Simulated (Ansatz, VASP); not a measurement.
## Two plane-wave programs on WS2

The input INCAR:

```
SYSTEM = WS2
ALGO = Normal
EDIFF = 1E-6
EDIFFG = -0.005
ENCUT = 600
IBRION = 2
ISIF = 3
ISMEAR = 0
LASPH = .True.
LCHARG = .False.
LREAL = .False.
LWAVE = .False.
NELM = 100
NSW = 70
PREC = Accurate
SIGMA = 0.02
```

File KPOINTS:

```
k-points
0
Gamma
  12 12 4
  0 0 0
```

POSCAR

```
WS2
1.0
    3.1537892984      0.0000000000      0.0000000000
   -1.5768946492      2.7312616506      0.0000000000
    0.0000000000      0.0000000000     12.1432922937
W S
2 4
Direct
    0.3333333333      0.6666666667      0.2500000000
    0.6666666667      0.3333333333      0.7500000000
    0.3333333333      0.6666666667      0.6203061927
    0.6666666667      0.3333333333      0.1203061927
    0.3333333333      0.6666666667      0.8796938073
    0.6666666667      0.3333333333      0.3796938073
```

Input for Ansatz:

```yaml
crystal:
  lattice:
    - [3.1537892984, 0.0, 0.0]
    - [-1.5768946492, 2.7312616506, 0.0]
    - [0.0, 0.0, 12.1432922937]
  atoms:
    - { symbol: W, position: [0.3333333333, 0.6666666667, 0.25] }
    - { symbol: W, position: [0.6666666667, 0.3333333333, 0.75] }
    - { symbol: S, position: [0.3333333333, 0.6666666667, 0.6203061927] }
    - { symbol: S, position: [0.6666666667, 0.3333333333, 0.1203061927] }
    - { symbol: S, position: [0.3333333333, 0.6666666667, 0.8796938073] }
    - { symbol: S, position: [0.6666666667, 0.3333333333, 0.3796938073] }
basis:
  ecutwfc: 420
kpoints:
  mp_grid: { grid: [12, 12, 4] }
hamiltonian:
  xc: lda
scf:
  occupations: { method: gaussian, width: 0.02 }
output:
  forces: true
  stress: true
  eigenvalues: true
relax:
  adjacent_minimum: "off"
  f_tol: 0.005
  max_steps: 50
  cell: { stress_tol: 0.05 }
```

Alike in both runs: task relaxation of cell and atoms; functional LDA; k mesh 12 × 12 × 4; occupations gaussian, width 0.02 eV; no spin polarisation.

```csv
,VASP,Ansatz
version,VASP 6.6.1,Ansatz 0.2.0
potentials or method,"VASP PAW LDA potentials, release 64 (W_sv, S), cutoff 600 eV","scalar-relativistic, plane waves, PAW"
valence electrons in the cell,52,52
```

Ansatz gave:

* gap on the k mesh at the Fermi level, each at its own relaxed structure (eV): 0.84
* relaxed volume (Å³/atom): 17.15
* relaxed cell length with the largest relative difference (Å): 3.127

Q: Estimate VASP's values.

A: gap on the k mesh at the Fermi level, each at its own relaxed structure (eV): 0.85; relaxed volume (Å³/atom): 17.19; relaxed cell length with the largest relative difference (Å): 3.130.

LDA's correlation is that of Perdew and Zunger in VASP and of Perdew and Wang (1992) in Ansatz.

Neither program's run includes spin-orbit coupling.
